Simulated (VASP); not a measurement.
Set up this calculation in VASP 6.6.1, as the native input.

| Item | Value |
| --- | --- |
| Task | single point |
| Functional | PBE |
| Potentials or basis | VASP PAW PBE potentials, release 64 (Mg, I) |
| Cutoff | 520 eV |
| k mesh | 6 × 6 × 4 |
| Occupations | gaussian, width 0.05 eV |
| Spin | no spin polarisation |
| Dipole correction | no |
| Further INCAR settings | ALGO = Normal; EDIFF = 1e-06; NBANDS = 15 |

The structure of MgI2 lies in POSCAR:

```
MgI2
1.0
    4.2516112781      0.0000000000      0.0000000000
   -2.1258056391      3.6820033739      0.0000000000
    0.0000000000      0.0000000000      7.8941785324
Mg I
1 2
Direct
    0.0000000000      0.0000000000      0.0000000000
    0.3333333333      0.6666666667      0.8012283115
    0.6666666667      0.3333333333      0.1987716885
```

One way to write it, as run:

INCAR

```
SYSTEM = MgI2
PREC = Accurate
ENCUT = 520
EDIFF = 1E-6
ISMEAR = 0
SIGMA = 0.05
LREAL = .FALSE.
LASPH = .TRUE.
NELM = 80
ALGO = Normal
ISIF = 2
LWAVE = .FALSE.
LCHARG = .FALSE.
GGA = PE
NBANDS = 15
```

KPOINTS

```
regular mesh
0
G
  6 6 4
  0 0 0
```

Potentials or basis: VASP PAW PBE potentials, release 64 (Mg, I).

Launch:

```bash
$ cat potpaw_PBE.64/Mg/POTCAR potpaw_PBE.64/I/POTCAR > POTCAR
$ mpirun -np 1 vasp_std > vasp.out
```

It gave:

```
Pressure               : 0.8 GPa
Largest force          : 0.431 eV/Å
Band gap on the k mesh : 3.76 eV, indirect (least direct gap 3.89 eV)
```

Caveat: spin-orbit coupling is left out, which moves the levels of the heavy elements; this functional lacks dispersion, which binds the layers, so the pressure and a relaxed spacing across them are unreliable.

Run time: 18 s on 1 thread of AMD EPYC 9R45 96-Core Processor (Zen 5), with other jobs on the host, peak memory 0.22 GiB.
